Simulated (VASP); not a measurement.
# ZrC (Fm-3m) in VASP: notebook

Aim: see how the results for ZrC move with the level of theory and the settings. Levels: r2SCAN, PBE. Tasks: single point.

All numbers are computed with VASP 6.6.1; they aren't measurements. Logs are shortened: lines on timing, memory, paths and dates and some standing lists are left out, and cuts for length are marked.

### 1 The cell of the first run

Symmetry: Fm-3m, No. 225, cubic system. The conventional cell has a = 4.773 Å, b = 4.773 Å, c = 4.773 Å, α = 90.00°, β = 90.00°, γ = 90.00°. Within 3.2 Å of Zr (site symmetry m-3m) lie 6 C at 2.39 Å. C (site symmetry m-3m) has 6 Zr at 2.39 Å within 3.2 Å.

### 2 Single point, r2SCAN (13.59 Å³/atom)

Input file POSCAR:

```
ZrC
1.0
    0.0000000000      2.3865565186      2.3865565186
    2.3865565186      0.0000000000      2.3865565186
    2.3865565186      2.3865565186      0.0000000000
Zr C
1 1
Direct
    0.5000000000      0.5000000000      0.5000000000
    0.0000000000      0.0000000000      0.0000000000
```

Input file INCAR.step1:

```
PREC = Accurate ; ENCUT = 660
ISMEAR = 0 ; SIGMA = 0.05
LREAL = F ; LASPH = T
NELM = 120 ; NBANDS = 15
GGA = PE ; ALGO = Normal
EDIFF = 1E-5 ; LWAVE = T
LCHARG = F ; GGA_COMPAT = F
```

Input file INCAR.step2:

```
PREC = Accurate ; ENCUT = 660
EDIFF = 1E-6 ; ISMEAR = 0
SIGMA = 0.05 ; LREAL = F
LASPH = T ; NELM = 120
ALGO = Normal ; ISIF = 2
LWAVE = F ; LCHARG = F
METAGGA = R2SCAN ; LMIXTAU = T
NBANDS = 15 ; ISTART = 1
GGA_COMPAT = F
```

Input file KPOINTS:

```
Automatic mesh
0
Gamma
  8 8 8
```

Potentials or basis: VASP PAW PBE potentials, release 64 (Zr_sv, C).

The run is started by

```bash
cat potpaw_PBE.64/Zr_sv/POTCAR potpaw_PBE.64/C/POTCAR > POTCAR
cp INCAR.step1 INCAR
mpirun -np 1 vasp_std > vasp.out
cp INCAR.step2 INCAR
mpirun -np 1 vasp_std > vasp.out
```

OUTCAR:

```text
PREC = Accurate
   ENCUT = 660
   EDIFF = 1E-6
   ISMEAR = 0
   LREAL = F
   LASPH = T
   NELM = 120
   ISIF = 2
   METAGGA = R2SCAN
   ISTART = 1

 ion  position               nearest neighbor table
   1  0.500  0.500  0.500-   2 2.39   2 2.39   2 2.39   2 2.39   2 2.39   2 2.39
   2  0.000  0.000  0.000-   1 2.39   1 2.39   1 2.39   1 2.39   1 2.39   1 2.39

  LATTYP: Found a face centered cubic cell.
 ALAT       =     4.7731130372

  Lattice vectors:

 A1 = (   0.0000000000,   2.3865565186,   2.3865565186)
 A2 = (   2.3865565186,   0.0000000000,   2.3865565186)
 A3 = (   2.3865565186,   2.3865565186,   0.0000000000)

Analysis of symmetry for initial positions (statically):
=====================================================================
 Subroutine PRICEL returns:
 Original cell was already a primitive cell.

 Routine SETGRP: Setting up the symmetry group for a
 face centered cubic supercell.

 Subroutine GETGRP returns: Found 48 space group operations
 (whereof 48 operations were pure point group operations)
 out of a pool of 48 trial point group operations.

The static configuration has the point symmetry O_h .

Analysis of symmetry for dynamics (positions and initial velocities):
=====================================================================
 Subroutine PRICEL returns:
 Original cell was already a primitive cell.

 Routine SETGRP: Setting up the symmetry group for a
 face centered cubic supercell.

 Subroutine GETGRP returns: Found 48 space group operations
 (whereof 48 operations were pure point group operations)
 out of a pool of 48 trial point group operations.

The dynamic configuration has the point symmetry O_h .

 Subroutine INISYM returns: Found 48 space group operations
 (whereof 48 operations are pure point group operations),
 and found     1 'primitive' translations

----------------------------------------------------------------------------------------

                                     Primitive cell

  volume of cell :      27.1860

  direct lattice vectors                    reciprocal lattice vectors
     0.000000000  2.386556519  2.386556519    -0.209506876  0.209506876  0.209506876
     2.386556519  0.000000000  2.386556519     0.209506876 -0.209506876  0.209506876
     2.386556519  2.386556519  0.000000000     0.209506876  0.209506876 -0.209506876

  length of vectors
     3.375100596  3.375100596  3.375100596     0.362876553  0.362876553  0.362876553

  position of ions in fractional coordinates (direct lattice)
     0.500000000  0.500000000  0.500000000
     0.000000000  0.000000000  0.000000000

  ion indices of the primitive-cell ions
   primitive index   ion index
                 1           1
                 2           2

----------------------------------------------------------------------------------------

 KPOINTS: Automatic mesh

Automatic generation of k-mesh.
 Grid dimensions read from file:
 generate k-points for:    8    8    8

 Generating k-lattice:

  Cartesian coordinates                     Fractional coordinates (reciprocal lattice)
    -0.026188359  0.026188359  0.026188359     0.125000000  0.000000000  0.000000000
     0.026188359 -0.026188359  0.026188359     0.000000000  0.125000000  0.000000000
     0.026188359  0.026188359 -0.026188359     0.000000000  0.000000000  0.125000000

  Length of vectors
     0.045359569  0.045359569  0.045359569

  Shift w.r.t. Gamma in fractional coordinates (k-lattice)
     0.000000000  0.000000000  0.000000000

 Subroutine IBZKPT returns following result:
 ===========================================

 Found     29 irreducible k-points:

 Following reciprocal coordinates:
            Coordinates               Weight
  0.000000  0.000000  0.000000      1.000000
  0.125000  0.000000  0.000000      8.000000
  0.250000  0.000000  0.000000      8.000000
  0.375000  0.000000  0.000000      8.000000
  0.500000  0.000000  0.000000      4.000000
  0.125000  0.125000  0.000000      6.000000
[... 16 lines left out ...]
  0.500000  0.250000  0.125000     48.000000
 -0.375000  0.250000  0.125000     24.000000
 [... further k-points ...]
   k-points           NKPTS =     29   k-points in BZ     NKDIM =     29   number of bands    NBANDS=     15
   number of dos      NEDOS =    301   number of ions     NIONS =      2
   total plane-waves  NPLWV =  21952
   dimension x,y,z NGX =    28 NGY =   28 NGZ =   28
   dimension x,y,z NGXF=    56 NGYF=   56 NGZF=   56
   ions per type =               1   1
   NGX,Y,Z   is equivalent  to a cutoff of  13.79, 13.79, 13.79 a.u.
   NGXF,Y,Z  is equivalent  to a cutoff of  27.58, 27.58, 27.58 a.u.
 SYSTEM =  unknown system
   PREC   = accura    normal or accurate (medium, high low for compatibility)
   ISTART =      1    job   : 0-new  1-cont  2-samecut
   ICHARG =      0    charge: 1-file 2-atom 10-const
   ISPIN  =      1    spin polarized calculation?
   LNONCOLLINEAR =      F non collinear calculations
   LSORBIT =      F    spin-orbit coupling
   LASPH  =      T    aspherical Exc in radial PAW
   ENCUT  =  660.0 eV  48.51 Ry    6.96 a.u.   7.07  7.07  7.07*2*pi/ulx,y,z
   NELM   =    120;   NELMIN=  2; NELMDL=  0     # of ELM steps
   EDIFF  = 0.1E-05   stopping-criterion for ELM
   LREAL  =      F    real-space projection
   EDIFFG = 0.1E-04   stopping-criterion for IOM
   NSW    =      0    number of steps for IOM
   IBRION =     -1    ionic relax: 0-MD 1-quasi-New 2-CG
   NFREE  =      0    steps in history (QN), initial steepest desc. (CG)
   ISIF   =      2    stress and relaxation
   ISYM   =      2    0-nonsym 1-usesym 2-fastsym
   POTIM  = 0.5000    time-step for ionic-motion
   TEBEG  =    0.0;   TEEND  =   0.0 temperature during run
   PSTRESS=    0.0 pullay stress
   NELECT =      16.0000    total number of electrons
   NUPDOWN=      -1.0000    fix difference up-down
   EMIN   =  10.00;   EMAX   =-10.00  energy-range for DOS
   EFERMI =   0.00;   METHOD = LEGACY
   ISMEAR =     0;   SIGMA  =   0.05  broadening in eV -4-tet -1-fermi 0-gaus
   EFERMI_NEDOS =   21; number of points for ismear=-14 and -15
   IALGO  =     38    algorithm
   IMIX   =      4    mixing-type and parameters
     AMIX     =   0.40;   BMIX     =  1.00
     AMIX_MAG =   1.60;   BMIX_MAG =  1.00
  volume/ion in A,a.u.               =      13.59        91.73
  Fermi-wavevector in a.u.,A,eV,Ry     =   1.371934  2.592579 25.608911  1.882202
  Thomas-Fermi vector in A             =   2.497586
   LORBIT       =      0    0 simple, 1 ext, 2 COOP (PROOUT), +10 PAW based schemes
   METAGGA = R2SCAN    functional components
   LHFCALC =     F    Hartree Fock is set to
   AEXX    =    0.0000 exact exchange contribution
   IVDW    =     0    specifies the selected vdW correction
   LEPSILON=     F    determine dielectric tensor
   LRPA    =     F    only Hartree local field effects (RPA)
 non-spin polarized calculation
 Gauss-broadening in eV      SIGMA  =   0.05
  energy-cutoff  :      660.00
  volume of cell :       27.19
 maximum number of plane-waves:      1058
   NGX = 15   NGY = 15   NGZ = 15

 number of electron      16.0000000 magnetization

 Free energy of the ion-electron system (eV)
  ---------------------------------------------------
  ext. energy  EPLUGINS =         0.00000000
  ---------------------------------------------------
  free energy    TOTEN  =       -34.69636771 eV

  energy without entropy =      -34.69548011  energy(sigma->0) =      -34.69592391

 E-fermi :   9.0789     XC(G=0): -12.6919

 val. band max:        8.8982766799   @ k =   0.3750   0.3750   0.0000
 cond. band min:       9.0849694020   @ k =   0.5000   0.5000   0.0000
 fundamental gap:      0.1866927221
 Fermi energy:         9.0788796641

 k-point     1 :       0.0000    0.0000    0.0000
  band No.  band energies     occupation
      1     -40.8841      2.00000
      2     -17.9132      2.00000
      3     -17.9132      2.00000
      4     -17.9132      2.00000
      5      -2.7435      2.00000
      6      10.0382      0.00000
      7      10.0382      0.00000
      8      10.0382      0.00000
      9      10.4194      0.00000
     10      10.4194      0.00000
     11      10.4194      0.00000
     12      11.9537      0.00000
     13      11.9537      0.00000
     14      16.5411      0.00000
     15      20.1765      0.00000

 k-point     2 :       0.1250    0.0000    0.0000
  band No.  band energies     occupation
      1     -40.8716      2.00000
      2     -18.0295      2.00000
      3     -17.9231      2.00000
      4     -17.9231      2.00000
      5      -2.4127      2.00000
      6       8.3956      2.00000
      7       8.7367      2.00000
      8       8.7367      2.00000
      9      10.8911      0.00000
     10      10.8911      0.00000
     11      11.3147      0.00000
     12      13.5003      0.00000
     13      13.5003      0.00000
     14      17.2852      0.00000
     15      21.0424      0.00000

 k-point     3 :       0.2500    0.0000    0.0000
  band No.  band energies     occupation
      1     -40.8412      2.00000
      2     -18.3001      2.00000
      3     -17.9469      2.00000
      4     -17.9469      2.00000
      5      -1.5422      2.00000
      6       6.3655      2.00000
      7       7.3528      2.00000
      8       7.3528      2.00000
      9      11.8343      0.00000
     10      11.8343      0.00000
     11      12.0612      0.00000
     12      15.9171      0.00000
     13      15.9171      0.00000
     14      18.4077      0.00000
     15      22.5471      0.00000
[... 343 lines left out ...]
 k-point    23 :       0.5000    0.2500    0.1250
  band No.  band energies     occupation
      1     -40.7939      2.00000
      2     -18.4852      2.00000
      3     -18.1532      2.00000
      4     -18.0225      2.00000
      5      -0.6725      2.00000
      6       5.0632      2.00000
      7       6.6390      2.00000
      8       6.9730      2.00000
      9      11.5681      0.00000
     10      13.7955      0.00000
     11      14.2692      0.00000
     12      15.7507      0.00000
     13      17.9228      0.00000
     14      19.9870      0.00000
     15      23.1314      0.00000

 k-point    24 :      -0.3750    0.2500    0.1250
  band No.  band energies     occupation
      1     -40.7836      2.00000
      2     -18.5439      2.00000
      3     -18.1708      2.00000
      4     -18.0448      2.00000
      5      -0.4441      2.00000
      6       4.8476      2.00000
      7       6.5350      2.00000
      8       6.6715      2.00000
      9      12.6262      0.00000
     10      13.0605      0.00000
     11      14.4398      0.00000
     12      17.0804      0.00000
     13      17.8524      0.00000
     14      19.5523      0.00000
     15      23.0837      0.00000

 [... further k-points ...]

------------------------ aborting loop because EDIFF is reached ----------------------------------------

  FORCE on cell =-STRESS in cart. coord.  units (eV):
  Direction    XX          YY          ZZ          XY          YZ          ZX
  --------------------------------------------------------------------------------------
  -------------------------------------------------------------------------------------
  Total       -1.3964116     -1.3964116     -1.3964116      0.0000000      0.0000000     -0.0000000
  in kB      -82.2960245    -82.2960245    -82.2960245      0.0000000      0.0000000     -0.0000000
  external PRESSURE =     -82.2960245 kB  Pullay stress =       0.0000000 kB

 VOLUME and BASIS-vectors are now :
 -----------------------------------------------------------------------------
  energy-cutoff  :      660.00
  volume of cell :       27.19
      direct lattice vectors                 reciprocal lattice vectors
     0.000000000  2.386556519  2.386556519    -0.209506876  0.209506876  0.209506876
     2.386556519  0.000000000  2.386556519     0.209506876 -0.209506876  0.209506876
     2.386556519  2.386556519  0.000000000     0.209506876  0.209506876 -0.209506876

 POSITION                                       TOTAL-FORCE (eV/Angst)
 -----------------------------------------------------------------------------------
      2.38656      2.38656      2.38656        -0.000000      0.000000     -0.000000
      0.00000      0.00000      0.00000         0.000000     -0.000000      0.000000
 -----------------------------------------------------------------------------------
    total drift:                                0.000000      0.000000      0.000000

  FREE ENERGIE OF THE ION-ELECTRON SYSTEM (eV)
  ---------------------------------------------------
  free  energy   TOTEN  =       -34.6963677113 eV

  energy  without entropy=      -34.6954801140  energy(sigma->0) =      -34.69592391
```

Run time: 2.2 min. Hardware: 1 thread of Intel Xeon 8259CL, shared host; peak memory 0.14 GiB.

What came out:

```
Free energy            : -34.6964 eV
Pressure               : -8.2 GPa
Band gap on the k mesh : zero (bands 8 and 9 overlap by 1.26 eV)
```

Caveat: the cell stands under tension; the PAW data sets were made with another functional, which shifts forces and pressure a little.

### 3 Single point, PBE, collinear spin

This run uses another cell than the first one, of 12.98 Å³/atom.

Input file INCAR:

```
SYSTEM = ZrC
  PREC = Accurate
  ENCUT = 600
  EDIFF = 1E-6
  ISMEAR = 0
  SIGMA = 0.05
  LREAL = .FALSE.
  LASPH = .TRUE.
  NELM = 200
  ALGO = Normal
  ISIF = 2
  LWAVE = .FALSE.
  LCHARG = .FALSE.
  ISPIN = 2
  MAGMOM = 1 2
  LORBIT = 11
  LMAXMIX = 4
  GGA = PE
  NBANDS = 19
  GGA_COMPAT = .FALSE.
```

Input file KPOINTS:

```
regular mesh
0
G
  8 8 8
  0 0 0
```

Input file POSCAR:

```
ZrC
1.0
    0.0000000000      2.3502127467      2.3502127467
    2.3502127467      0.0000000000      2.3502127467
    2.3502127467      2.3502127467      0.0000000000
Zr C
1 1
Direct
    0.5000000000      0.5000000000      0.5000000000
    0.0000000000      0.0000000000      0.0000000000
```

Potentials or basis: VASP PAW PBE potentials, release 64 (Zr_sv, C).

The run is started by

```bash
cat potpaw_PBE.64/Zr_sv/POTCAR potpaw_PBE.64/C/POTCAR > POTCAR
mpirun -np 1 vasp_std > vasp.out
```

Run time: 68 s. Hardware: 1 thread of Intel Xeon 8259CL, shared host; peak memory 0.16 GiB.

Results (log left out):

* Free energy: -19.4594 eV
* Pressure: 1.3 GPa
* Band gap on the k mesh: zero (filled and empty bands overlap)
* Net moment: 0.00 μB per cell
* Valence electrons inside the program's atomic spheres: Zr 9.84; C 2.36

Levels at points of the mesh, in eV from the Fermi level:
Spin up:
```csv
k point,band 6,band 7,band 8,band 9,band 10,band 11
"(0.00, 0.00, 0.00)",0.99,0.99,0.99,1.15,1.15,1.15
"(0.50, 0.00, 0.00)",-5.24,-2.88,-2.88,4.56,4.56,5.39
"(0.50, 0.50, 0.00)",-2.00,-1.70,0.12,0.12,4.51,5.72
```
Spin down:
```
           k point  band 5  band 6  band 7  band 8  band 9  band 10  band 11  band 12
(0.00, 0.00, 0.00)  -11.25    0.99    0.99    0.99    1.15     1.15     1.15     2.87
(0.50, 0.00, 0.00)   -8.18   -5.24   -2.88   -2.88    4.56     4.56     5.39     6.59
(0.50, 0.50, 0.00)  -10.09   -2.00   -1.70    0.12    0.12     4.51     5.72     5.72
```

The gap in the log of VASP goes by the Fermi energy; the results here count the filled bands.